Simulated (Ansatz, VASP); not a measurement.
## Two plane-wave programs on SnO2

Contents of POSCAR:

```
SnO2
1.0
    1.5101938579      0.8719108304      4.9178008010
   -1.5101938579      0.8719108304      4.9178008010
    0.0000000000     -1.7438216608      4.9178008010
Sn O
1 2
Direct
    0.5000000000      0.5000000000      0.5000000000
    0.2412464623      0.2412464623      0.2412464623
    0.7587535377      0.7587535377      0.7587535377
```

Contents of INCAR.step1:

```
SYSTEM = SnO2
PREC = Accurate ; ENCUT = 520
ISMEAR = 0 ; SIGMA = 0.05
LREAL = .False. ; LASPH = .True.
NELM = 80 ; NBANDS = 20
GGA = PE ; ALGO = Normal
EDIFF = 1E-4 ; LWAVE = .True.
LCHARG = .False.
```

Contents of INCAR.step2:

```
SYSTEM = SnO2
PREC = Accurate ; ENCUT = 520
EDIFF = 1E-7 ; ISMEAR = 0
SIGMA = 0.05 ; LREAL = .False.
LASPH = .True. ; NELM = 80
ALGO = Normal ; ISIF = 2
LWAVE = .False. ; LCHARG = .True.
METAGGA = R2SCAN ; LMIXTAU = .True.
LELF = .True. ; LVHAR = .True.
NBANDS = 20 ; ISTART = 1
```

The input KPOINTS:

```
Automatic mesh
0
Gamma
  12 12 12
  0 0 0
```

Input for Ansatz:

```yaml
crystal:
  lattice:
    - [1.5101938579, 0.8719108304, 4.917800801]
    - [-1.5101938579, 0.8719108304, 4.917800801]
    - [0.0, -1.7438216608, 4.917800801]
  atoms:
    - { symbol: Sn, position: [0.5, 0.5, 0.5] }
    - { symbol: O, position: [0.2412464623, 0.2412464623, 0.2412464623] }
    - { symbol: O, position: [0.7587535377, 0.7587535377, 0.7587535377] }
basis:
  ecutwfc: 500
kpoints:
  mp_grid: { grid: [12, 12, 12] }
hamiltonian:
  xc: r2scan
scf:
  occupations: { method: gaussian, width: 0.05 }
output:
  forces: true
  stress: true
  eigenvalues: true
```

Alike in both runs: task single point; functional r2SCAN; k mesh 12 × 12 × 12; occupations gaussian, width 0.05 eV; no spin polarisation.

|  | VASP | Ansatz |
| --- | --- | --- |
| version | VASP 6.6.1 | Ansatz 0.2.0 |
| potentials or method | VASP PAW PBE potentials, release 64 (Sn_d, O), cutoff 520 eV | scalar-relativistic, plane waves, PAW |
| valence electrons in the cell | 26 | 26 |

VASP gave:

| Item | Value |
| --- | --- |
| gap on the k mesh at the Fermi level (eV) | 3.58 |
| least direct gap on the mesh (eV) | 3.85 |
| pressure (GPa) | 14.8 |
| traceless stress, the component that is largest in VASP (GPa) | -19.21 |
| rms of the force components (eV/Å) | 0.204 |

**Question.** Which values does Ansatz return?

**Answer.** gap on the k mesh at the Fermi level (eV): 3.59; least direct gap on the mesh (eV): 3.85; pressure (GPa): 13.4; traceless stress, the component that is largest in VASP (GPa): -18.54; rms of the force components (eV/Å): 0.259.

VASP's potentials were made for PBE, not for r2SCAN. Atom by atom the forces differ by 0.055 eV/Å (rms over components). With one functional, cell and mesh, what is left measures potentials, basis and numerics.
